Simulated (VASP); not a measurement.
A run of VASP 6.6.1 is set up as follows.

Contents of INCAR:

```
PREC = Accurate
ENCUT = 600
EDIFF = 1E-6
ISMEAR = -1
SIGMA = 0.05
LREAL = F
LASPH = T
NELM = 120
ALGO = Normal
ISIF = 2
LWAVE = F
LCHARG = F
GGA = RP
NBANDS = 12
GGA_COMPAT = F
```

Contents of KPOINTS:

```
regular mesh
0
Gamma
  13 13 13
```

Contents of POSCAR:

```
Cu
1.0
    0.0000000000      1.7830713297      1.7830713297
    1.7830713297      0.0000000000      1.7830713297
    1.7830713297      1.7830713297      0.0000000000
Cu
1
Direct
    0.0000000000      0.0000000000      0.0000000000
```

Potentials or basis: VASP PAW PBE potentials, release 64 (Cu).

Run with:

```bash
$ cat potpaw_PBE.64/Cu/POTCAR > POTCAR
$ mpirun -np 1 vasp_std > vasp.out
```

Problem. What does it give for the pressure?

Solution. 14.4 GPa.

Caveat: the PAW data sets were made with another functional, which shifts forces and pressure a little.
